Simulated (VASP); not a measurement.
# Ge (Cmmm) in VASP: notebook

Ge is run at these levels: PBEsol; tasks: single point.

All numbers are computed with VASP 6.6.1; they aren't measurements. Logs are shortened: lines on timing, memory, paths and dates and some standing lists are left out, and cuts for length are marked.

## Step 1: The cell of the first run

It takes space group Cmmm (No. 65, orthorhombic). Conventional cell: a = 2.848 Å, b = 5.190 Å, c = 2.563 Å, α = 90.00°, β = 90.00°, γ = 90.00°. Ge (site symmetry mmm) has 8 Ge at 2.56 to 2.96 Å within 3.4 Å.

## Step 2: Single point, PBEsol (strain +0.030 along x and y, -0.030 along z)

The input, INCAR:

```
SYSTEM = Ge
PREC = Accurate
ENCUT = 520
EDIFF = 1E-6
ISMEAR = 0
SIGMA = 0.15
LREAL = .False.
LASPH = .True.
NELM = 100
ALGO = Normal
ISIF = 2
LWAVE = .False.
LCHARG = .True.
GGA = PS
LELF = .True.
LVHAR = .True.
NBANDS = 13
```

The input, KPOINTS:

```
regular mesh
0
Gamma
  24 24 22
  0 0 0
```

The input, POSCAR:

```
Ge
1.0
    1.4240837833     -2.5950862784      0.0000000000
    1.4240837833      2.5950862784      0.0000000000
    0.0000000000      0.0000000000      2.5634459486
Ge
1
Direct
    0.5000000000      0.5000000000      0.0000000000
```

Potentials or basis: VASP PAW PBE potentials, release 64 (Ge_d).

Launch:

```bash
$ cat potpaw_PBE.64/Ge_d/POTCAR > POTCAR
$ mpirun -np 1 vasp_std > vasp.out
```

OUTCAR:

```text
SYSTEM = Ge
   PREC = Accurate
   ENCUT = 520
   EDIFF = 1E-6
   ISMEAR = 0
   LREAL = .False.
   LASPH = .True.
   NELM = 100
   ISIF = 2
   GGA = PS

 ion  position               nearest neighbor table
   1  0.500  0.500  0.000-

  LATTYP: Found a base centered orthorhombic cell.
 ALAT       =     2.8481675666
 B/A-ratio  =     1.8222848324
 C/A-ratio  =     0.9000334035

  Lattice vectors:

 A1 = (   1.4240837833,  -2.5950862784,   0.0000000000)
 A2 = (   1.4240837833,   2.5950862784,   0.0000000000)
 A3 = (   0.0000000000,   0.0000000000,   2.5634459486)

Analysis of symmetry for initial positions (statically):
=====================================================================
 Subroutine PRICEL returns:
 Original cell was already a primitive cell.

 Routine SETGRP: Setting up the symmetry group for a
 base centered orthorhombic supercell.

 Subroutine GETGRP returns: Found  8 space group operations
 (whereof  8 operations were pure point group operations)
 out of a pool of  8 trial point group operations.

The static configuration has the point symmetry D_2h.

Analysis of symmetry for dynamics (positions and initial velocities):
=====================================================================
 Subroutine PRICEL returns:
 Original cell was already a primitive cell.

 Routine SETGRP: Setting up the symmetry group for a
 base centered orthorhombic supercell.

 Subroutine GETGRP returns: Found  8 space group operations
 (whereof  8 operations were pure point group operations)
 out of a pool of  8 trial point group operations.

The dynamic configuration has the point symmetry D_2h.

 Subroutine INISYM returns: Found  8 space group operations
 (whereof  8 operations are pure point group operations),
 and found     1 'primitive' translations

----------------------------------------------------------------------------------------

                                     Primitive cell

  volume of cell :      18.9470

  direct lattice vectors                    reciprocal lattice vectors
     1.424083783 -2.595086278  0.000000000     0.351102938 -0.192671821  0.000000000
     1.424083783  2.595086278  0.000000000     0.351102938  0.192671821  0.000000000
     0.000000000  0.000000000  2.563445949     0.000000000  0.000000000  0.390099897

  length of vectors
     2.960149897  2.960149897  2.563445949     0.400494324  0.400494324  0.390099897

  position of ions in fractional coordinates (direct lattice)
     0.500000000  0.500000000  0.000000000

  ion indices of the primitive-cell ions
   primitive index   ion index
                 1           1

----------------------------------------------------------------------------------------

 KPOINTS: regular mesh

Automatic generation of k-mesh.
 Grid dimensions read from file:
 generate k-points for:   24   24   22

 Generating k-lattice:

  Cartesian coordinates                     Fractional coordinates (reciprocal lattice)
     0.014629289 -0.008027993  0.000000000     0.041666667  0.000000000  0.000000000
     0.014629289  0.008027993  0.000000000     0.000000000  0.041666667  0.000000000
     0.000000000  0.000000000  0.017731813     0.000000000  0.000000000  0.045454545

  Length of vectors
     0.016687264  0.016687264  0.017731813

  Shift w.r.t. Gamma in fractional coordinates (k-lattice)
     0.000000000  0.000000000  0.000000000

 Subroutine IBZKPT returns following result:
 ===========================================

 Found   1884 irreducible k-points:

 Following reciprocal coordinates:
            Coordinates               Weight
  0.000000  0.000000  0.000000      1.000000
  0.041667  0.000000  0.000000      4.000000
  0.083333 -0.000000  0.000000      4.000000
  0.125000  0.000000  0.000000      4.000000
  0.166667 -0.000000  0.000000      4.000000
  0.208333 -0.000000  0.000000      4.000000
[... 16 lines left out ...]
  0.416667  0.041667  0.000000      4.000000
  0.458333  0.041667  0.000000      4.000000
 [... further k-points ...]
   k-points           NKPTS =   1884   k-points in BZ     NKDIM =   1884   number of bands    NBANDS=     13
   number of dos      NEDOS =    301   number of ions     NIONS =      1
   total plane-waves  NPLWV =  11520
   dimension x,y,z NGX =    24 NGY =   24 NGZ =   20
   dimension x,y,z NGXF=    48 NGYF=   48 NGZF=   40
   ions per type =               1
   NGX,Y,Z   is equivalent  to a cutoff of  13.48, 13.48, 12.97 a.u.
   NGXF,Y,Z  is equivalent  to a cutoff of  26.96, 26.96, 25.94 a.u.
 SYSTEM =  Ge
   PREC   = accura    normal or accurate (medium, high low for compatibility)
   ISTART =      0    job   : 0-new  1-cont  2-samecut
   ICHARG =      2    charge: 1-file 2-atom 10-const
   ISPIN  =      1    spin polarized calculation?
   LNONCOLLINEAR =      F non collinear calculations
   LSORBIT =      F    spin-orbit coupling
   LASPH  =      T    aspherical Exc in radial PAW
   ENCUT  =  520.0 eV  38.22 Ry    6.18 a.u.   5.50  5.50  4.77*2*pi/ulx,y,z
   NELM   =    100;   NELMIN=  2; NELMDL= -5     # of ELM steps
   EDIFF  = 0.1E-05   stopping-criterion for ELM
   LREAL  =      F    real-space projection
   EDIFFG = 0.1E-04   stopping-criterion for IOM
   NSW    =      0    number of steps for IOM
   IBRION =     -1    ionic relax: 0-MD 1-quasi-New 2-CG
   NFREE  =      0    steps in history (QN), initial steepest desc. (CG)
   ISIF   =      2    stress and relaxation
   ISYM   =      2    0-nonsym 1-usesym 2-fastsym
   POTIM  = 0.5000    time-step for ionic-motion
   TEBEG  =    0.0;   TEEND  =   0.0 temperature during run
   PSTRESS=    0.0 pullay stress
   NELECT =      14.0000    total number of electrons
   NUPDOWN=      -1.0000    fix difference up-down
   EMIN   =  10.00;   EMAX   =-10.00  energy-range for DOS
   EFERMI =   0.00;   METHOD = LEGACY
   ISMEAR =     0;   SIGMA  =   0.15  broadening in eV -4-tet -1-fermi 0-gaus
   EFERMI_NEDOS =   21; number of points for ismear=-14 and -15
   IALGO  =     38    algorithm
   IMIX   =      4    mixing-type and parameters
     AMIX     =   0.40;   BMIX     =  1.00
     AMIX_MAG =   1.60;   BMIX_MAG =  1.00
  volume/ion in A,a.u.               =      18.95       127.86
  Fermi-wavevector in a.u.,A,eV,Ry     =   1.480029  2.796850 29.803385  2.190487
  Thomas-Fermi vector in A             =   2.594114
   LORBIT       =      0    0 simple, 1 ext, 2 COOP (PROOUT), +10 PAW based schemes
   GGA     = PS    functional components
   LHFCALC =     F    Hartree Fock is set to
   AEXX    =    0.0000 exact exchange contribution
   IVDW    =     0    specifies the selected vdW correction
   LEPSILON=     F    determine dielectric tensor
   LRPA    =     F    only Hartree local field effects (RPA)
 non-spin polarized calculation
 Gauss-broadening in eV      SIGMA  =   0.15
  energy-cutoff  :      520.00
  volume of cell :       18.95
 maximum number of plane-waves:       524
 NGX is ok and might be reduce to    24
   NGX = 11   NGY = 11   NGZ =  9

 number of electron      14.0000006 magnetization

 Free energy of the ion-electron system (eV)
  ---------------------------------------------------
  ext. energy  EPLUGINS =         0.00000000
  ---------------------------------------------------
  free energy    TOTEN  =        -4.72459935 eV

  energy without entropy =       -4.72004592  energy(sigma->0) =       -4.72232263

 E-fermi :   6.4397     XC(G=0): -11.3575

 val. band max:        6.4357914143   @ k =  -0.4167   0.4167   0.3636
 cond. band min:       6.4420023500   @ k =   0.2500   0.2083   0.0909
 fundamental gap:      0.0062109357
 Fermi energy:         6.4397125482

 k-point     1 :       0.0000    0.0000    0.0000
  band No.  band energies     occupation
      1     -18.3058      2.00000
      2     -18.1770      2.00000
      3     -18.1431      2.00000
      4     -18.0116      2.00000
      5     -17.9999      2.00000
      6      -6.7192      2.00000
      7      13.1767      0.00000
      8      14.1531      0.00000
      9      14.9203      0.00000
     10      17.3695      0.00000
     11      19.0847      0.00000
     12      20.5655      0.00000
     13      21.1863      0.00000

 k-point     2 :       0.0417    0.0000    0.0000
  band No.  band energies     occupation
      1     -18.3048      2.00000
      2     -18.1754      2.00000
      3     -18.1433      2.00000
      4     -18.0118      2.00000
      5     -18.0006      2.00000
      6      -6.6785      2.00000
      7      12.9879      0.00000
      8      13.7537      0.00000
      9      14.9597      0.00000
     10      17.5669      0.00000
     11      19.1083      0.00000
     12      19.8590      0.00000
     13      21.3564      0.00000

 k-point     3 :       0.0833   -0.0000    0.0000
  band No.  band energies     occupation
      1     -18.3020      2.00000
      2     -18.1707      2.00000
      3     -18.1433      2.00000
      4     -18.0126      2.00000
      5     -18.0025      2.00000
      6      -6.5564      2.00000
      7      12.3060      0.00000
      8      13.0220      0.00000
      9      15.0776      0.00000
     10      17.6709      0.00000
     11      18.7768      0.00000
     12      20.0648      0.00000
     13      21.9036      0.00000

 k-point     4 :       0.1250    0.0000    0.0000
  band No.  band energies     occupation
      1     -18.2977      2.00000
      2     -18.1650      2.00000
      3     -18.1416      2.00000
      4     -18.0140      2.00000
      5     -18.0054      2.00000
      6      -6.3529      2.00000
      7      11.1086      0.00000
      8      12.4330      0.00000
      9      15.2723      0.00000
     10      17.0712      0.00000
     11      19.0140      0.00000
     12      20.7867      0.00000
     13      22.7733      0.00000

 k-point     5 :       0.1667   -0.0000    0.0000
  band No.  band energies     occupation
      1     -18.2924      2.00000
      2     -18.1614      2.00000
      3     -18.1351      2.00000
      4     -18.0164      2.00000
      5     -18.0086      2.00000
      6      -6.0687      2.00000
      7       9.7341      0.00000
      8      11.8909      0.00000
      9      15.5409      0.00000
     10      16.3382      0.00000
     11      19.4464      0.00000
     12      21.7223      0.00000
     13      23.8689      0.00000
[... 257 lines left out ...]
 k-point    22 :       0.3750    0.0417    0.0000
  band No.  band energies     occupation
      1     -18.2685      2.00000
      2     -18.1649      2.00000
      3     -18.0597      2.00000
      4     -18.0416      2.00000
      5     -18.0190      2.00000
      6      -3.1235      2.00000
      7       2.5488      2.00000
      8       9.4712      0.00000
      9      14.1760      0.00000
     10      17.9671      0.00000
     11      22.5329      0.00000
     12      26.1692      0.00000
     13      26.3609      0.00000

 k-point    23 :       0.4167    0.0417    0.0000
  band No.  band energies     occupation
      1     -18.2673      2.00000
      2     -18.1646      2.00000
      3     -18.0522      2.00000
      4     -18.0443      2.00000
      5     -18.0197      2.00000
      6      -2.4764      2.00000
      7       1.5980      2.00000
      8       9.2633      0.00000
      9      14.0590      0.00000
     10      18.3503      0.00000
     11      23.2845      0.00000
     12      25.4945      0.00000
     13      25.7158      0.00000

 k-point    24 :       0.4583    0.0417    0.0000
  band No.  band energies     occupation
      1     -18.2669      2.00000
      2     -18.1642      2.00000
      3     -18.0487      2.00000
      4     -18.0455      2.00000
      5     -18.0200      2.00000
      6      -2.0103      2.00000
      7       0.9837      2.00000
      8       9.1376      0.00000
      9      14.0242      0.00000
     10      18.5691      0.00000
     11      24.0973      0.00000
     12      24.8691      0.00000
     13      25.1332      0.00000

 [... further k-points ...]

------------------------ aborting loop because EDIFF is reached ----------------------------------------

  FORCE on cell =-STRESS in cart. coord.  units (eV):
  Direction    XX          YY          ZZ          XY          YZ          ZX
  --------------------------------------------------------------------------------------
  -------------------------------------------------------------------------------------
  Total       -0.5300140     -0.7195302      0.6196803      0.0000000      0.0000000      0.0000000
  in kB      -44.8184045    -60.8440515     52.4006579      0.0000000      0.0000000      0.0000000
  external PRESSURE =     -17.7539327 kB  Pullay stress =       0.0000000 kB

 VOLUME and BASIS-vectors are now :
 -----------------------------------------------------------------------------
  energy-cutoff  :      520.00
  volume of cell :       18.95
      direct lattice vectors                 reciprocal lattice vectors
     1.424083783 -2.595086278  0.000000000     0.351102938 -0.192671821  0.000000000
     1.424083783  2.595086278  0.000000000     0.351102938  0.192671821  0.000000000
     0.000000000  0.000000000  2.563445949     0.000000000  0.000000000  0.390099897

 POSITION                                       TOTAL-FORCE (eV/Angst)
 -----------------------------------------------------------------------------------
      1.42408      0.00000      0.00000         0.000000      0.000000      0.000000
 -----------------------------------------------------------------------------------
    total drift:                               -0.000000     -0.000000     -0.000000

  FREE ENERGIE OF THE ION-ELECTRON SYSTEM (eV)
  ---------------------------------------------------
  free  energy   TOTEN  =        -4.7245993503 eV

  energy  without entropy=       -4.7200459183  energy(sigma->0) =       -4.72232263
```

Run time: 6.2 min. Hardware: 1 thread of AMD EPYC 7R13, shared host; peak memory 0.47 GiB.

What came out:

| Item | Value |
| --- | --- |
| Free energy | -4.7246 eV |
| Pressure | -1.8 GPa |
| Band gap on the k mesh | zero (band 7 reaches 13.22 eV, above the bottom of band 8 at 2.90 eV) |

Caveat: the cell differs from its parent crystal (strain +0.030 along x and y, -0.030 along z); the PAW data sets were made with another functional, which shifts forces and pressure a little.

## Step 3: Single point, PBEsol (strain +0.015 along x and y, +0.000 along z)

The input, INCAR:

```
PREC = Accurate ; ENCUT = 520
EDIFF = 1E-6 ; ISMEAR = 0
SIGMA = 0.15 ; LREAL = F
LASPH = T ; NELM = 80
ALGO = Normal ; ISIF = 2
LWAVE = F ; LCHARG = T
GGA = PS ; LELF = T
LVHAR = T ; NBANDS = 13
```

The input, KPOINTS:

```
Automatic mesh
0
Gamma
  24 24 22
```

The input, POSCAR:

```
Ge
1.0
    1.4033446991     -2.5572937598      0.0000000000
    1.4033446991      2.5572937598      0.0000000000
    0.0000000000      0.0000000000      2.6427277821
Ge
1
Direct
    0.5000000000      0.5000000000      0.0000000000
```

Potentials or basis: VASP PAW PBE potentials, release 64 (Ge_d).

Launch:

```bash
$ cat potpaw_PBE.64/Ge_d/POTCAR > POTCAR
$ mpirun -np 1 vasp_std > vasp.out
```

It took 8.8 min on 1 thread of AMD EPYC 7R13, shared host; peak memory 0.47 GiB.

The run converged. Its results:

```yaml
Free_energy: -4.7477 eV
Pressure: -2.3 GPa
Band_gap_on_the_k_mesh: zero (band 7 reaches 13.65 eV, above the bottom of band 8 at 3.01 eV)
```

Stress tensor (GPa, compression positive):
```
-2.00  0.00  0.00
 0.00 -4.11  0.00
 0.00  0.00 -0.66
```

Levels at points of the mesh, in eV from the Fermi level:
```tsv
k point	band 5	band 6	band 7	band 8	band 9	band 10
(0.00, 0.00, 0.00)	-24.45	-13.16	7.20	7.40	8.43	10.54
(0.50, 0.00, 0.00)	-24.48	-8.09	-5.55	3.51	7.54	11.10
(0.50, 0.50, 0.00)	-24.46	-8.70	-5.71	4.78	8.74	10.63
(0.00, 0.00, 0.50)	-24.48	-9.05	-5.93	10.50	11.54	16.23
(0.50, 0.00, 0.50)	-24.37	-3.57	-2.23	-1.86	3.50	6.64
(0.50, 0.50, 0.50)	-24.39	-4.26	-2.35	-2.32	3.23	7.93
```

Caveat: the cell differs from its parent crystal (strain +0.015 along x and y, +0.000 along z); the PAW data sets were made with another functional, which shifts forces and pressure a little.

## Step 4: Single point, PBEsol (strain +0.030 along x and y, -0.015 along z)

The input, INCAR:

```
ALGO     = Normal         # electronic algorithm
EDIFF    = 1E-6           # SCF threshold, eV
ENCUT    = 520            # plane-wave cutoff, eV
GGA      = PS             # functional
ISIF     = 2              # what is computed and relaxed
ISMEAR   = 0              # smearing method
LASPH    = True           # aspherical terms in the spheres
LCHARG   = True           # write CHGCAR
LELF     = True           # ELF
LREAL    = False          # projectors in reciprocal space
LVHAR    = True         
LWAVE    = False          # write WAVECAR
NBANDS   = 13             # bands
NELM     = 80             # most SCF steps
PREC     = Accurate       # precision mode
SIGMA    = 0.15           # smearing width, eV
```

The input, KPOINTS:

```
k-points
0
Gamma
  24 24 22
```

The input, POSCAR:

```
Ge
1.0
    1.4240837833     -2.5950862784      0.0000000000
    1.4240837833      2.5950862784      0.0000000000
    0.0000000000      0.0000000000      2.6030868654
Ge
1
Direct
    0.5000000000      0.5000000000      0.0000000000
```

Launch:

```bash
$ cat potpaw_PBE.64/Ge_d/POTCAR > POTCAR
$ mpirun -np 1 vasp_std > vasp.out
```

Wall time 7.8 min (1 thread of AMD EPYC 7R13, shared host); peak memory 0.48 GiB.

The run converged. Its results:

- Free energy: -4.7316 eV
- Pressure: -3.0 GPa
- Band gap on the k mesh: zero (band 7 reaches 13.19 eV, above the bottom of band 8 at 2.84 eV)

Stress tensor (GPa, compression positive):
```
-4.69  0.00  0.00
 0.00 -6.29  0.00
 0.00  0.00  1.97
```

Levels at points of the mesh, in eV from the Fermi level:
| k point | band 3 | band 4 | band 5 | band 6 | band 7 | band 8 | band 9 | band 10 | band 11 | band 12 |
| --- | --- | --- | --- | --- | --- | --- | --- | --- | --- | --- |
| (0.00, 0.00, 0.00) | -24.58 | -24.45 | -24.44 | -13.03 | 6.86 | 7.84 | 7.94 | 10.79 | 12.65 | 14.22 |
| (0.50, 0.00, 0.00) | -24.49 | -24.48 | -24.46 | -8.26 | -5.46 | 3.19 | 7.23 | 11.59 | 17.51 | 17.53 |
| (0.50, 0.50, 0.00) | -24.49 | -24.49 | -24.45 | -8.85 | -5.61 | 4.41 | 8.40 | 11.14 | 16.96 | 17.34 |
| (0.00, 0.00, 0.50) | -24.55 | -24.53 | -24.45 | -8.65 | -5.82 | 10.18 | 11.16 | 15.68 | 16.49 | 17.15 |
| (0.50, 0.00, 0.50) | -24.56 | -24.47 | -24.35 | -3.46 | -2.02 | -1.91 | 3.58 | 6.55 | 11.94 | 13.02 |
| (0.50, 0.50, 0.50) | -24.55 | -24.48 | -24.37 | -4.12 | -2.45 | -2.01 | 3.32 | 7.78 | 13.20 | 14.21 |

Caveat: the cell differs from its parent crystal (strain +0.030 along x and y, -0.015 along z); the PAW data sets were made with another functional, which shifts forces and pressure a little.

## Step 5: Summary

```csv
cell,gap on the mesh (eV),pressure (GPa)
"a = 2.960, b = 2.960, c = 2.563 Å, angles 90.0, 90.0, 122.5°, 1 atom",none,-1.8
"a = 2.917, b = 2.917, c = 2.643 Å, angles 90.0, 90.0, 122.5°, 1 atom",none,-2.3
"a = 2.960, b = 2.960, c = 2.603 Å, angles 90.0, 90.0, 122.5°, 1 atom",none,-3.0
```

Alike in all rows: task single point; level PBEsol; potentials or basis VASP PAW PBE potentials, release 64 (Ge_d); no spin polarisation; k mesh 24 × 24 × 22; cutoff (eV) 520; smearing gaussian 0.15 eV.

Caveats: the PAW data sets were made with another functional, which shifts forces and pressure a little.

Absolute energies hang on the potentials; compare differences alone.
